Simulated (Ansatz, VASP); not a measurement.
## Ti2TeS in VASP and in Ansatz

```xyz
4
Lattice="3.4604 0.0000 0.0000 -1.7302 2.9968 0.0000 0.0000 0.0000 6.9301" Properties=species:S:1:pos:R:3 pbc="T T T"
Ti    0.0000    1.9978    4.9930
Ti    0.0000    1.9978    1.9371
Te    0.0000    0.0000    0.0000
S     0.0000    0.0000    3.4651
```

Alike in both runs: task single point; functional r2SCAN; k mesh 12 × 12 × 6; occupations gaussian, width 0.1 eV; no spin polarisation.

```csv
,VASP,Ansatz
version,VASP 6.6.1,Ansatz 0.2.0
potentials or method,"VASP PAW PBE potentials, release 64 (Ti_sv, Te, S), cutoff 550 eV","scalar-relativistic, plane waves, PAW"
valence electrons in the cell,36,46
```

```csv
,VASP,Ansatz,Ansatz less VASP
gap on the k mesh at the Fermi level (eV),none,none,-
pressure (GPa),-0.2,-0.6,-0.36
"traceless stress, the component that is largest in VASP (GPa)",-0.29,-0.40,-0.113
rms of the force components (eV/Å),0.035,0.027,-0.0073
```

VASP's potentials were made for PBE, not for r2SCAN. Atom by atom the forces differ by 0.007 eV/Å (rms over components). A gap of «none» marks a metal or a gap that the smearing closes. With one functional, cell and mesh, what is left measures potentials, basis and numerics. VASP's potentials hold 36 valence electrons a cell and Ansatz's 46, so a difference there can come from the potentials and not from the codes.

Spin-orbit coupling is off throughout.
